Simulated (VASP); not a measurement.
Set up this calculation in VASP 6.6.1, as the native input.

```yaml
Task: relaxation of cell and atoms
Functional: PBE
Potentials_or_basis: VASP PAW PBE potentials, release 64 (W_sv, S)
Cutoff: 500 eV
k_mesh: 12 × 12 × 10
Occupations: gaussian, width 0.1 eV
Spin: no spin polarisation
Dipole_correction: no
Further_INCAR_settings: ALGO = Normal; EDIFF = 1e-07; IBRION = 2; EDIFFG = -0.01; NSW = 100; ISIF = 3
```

The structure of W3S lies in POSCAR:

```
W3S
1.0
    4.4229903043      0.0000000000      0.0000000000
   -2.2114951522      3.8304219643      0.0000000000
    0.0000000000      0.0000000000      4.3789763661
W S
3 1
Direct
    0.0000000000      0.0000000000      0.5000000000
    0.3333333333      0.6666666667      0.0000000000
    0.6666666667      0.3333333333      0.0000000000
    0.0000000000      0.0000000000      0.0000000000
```

The input as run:

INCAR

```
SYSTEM = W3S
PREC = Accurate
ENCUT = 500
EDIFF = 1E-7
ISMEAR = 0
SIGMA = 0.1
LREAL = .False.
LASPH = .True.
NELM = 120
ALGO = Normal
ISIF = 3
LWAVE = .False.
LCHARG = .False.
GGA = PE
IBRION = 2
NSW = 100
EDIFFG = -0.01
GGA_COMPAT = .False.
NELMIN = 4
```

KPOINTS

```
regular mesh
0
Gamma
  12 12 10
  0 0 0
```

Potentials or basis: VASP PAW PBE potentials, release 64 (W_sv, S).

Launch:

```sh
$ cat potpaw_PBE.64/W_sv/POTCAR potpaw_PBE.64/S/POTCAR > POTCAR
$ mpirun -np 1 vasp_std > vasp.out
```

It gave:

* Relaxed volume: 18.54 Å³/atom
* Relaxed cell: a = 4.425 Å, b = 4.425 Å, c = 4.373 Å, α = 90.00°, β = 90.00°, γ = 120.00°
* Space group after relaxing (to 0.05 Å): P6/mmm (No. 191)
* Energy gained by relaxing: 0.1 meV/atom
* Ionic steps: 3
* Pressure after relaxing: 0.0 GPa
* Band gap on the k mesh: zero (band 24 reaches 8.88 eV, above the bottom of band 25 at 8.16 eV)

Caveat: spin-orbit coupling is left out, which moves the levels of the heavy elements.

Wall time 4.4 min on 1 thread of Intel Xeon 6975P-C, with other jobs on the host, peak memory 0.31 GiB.
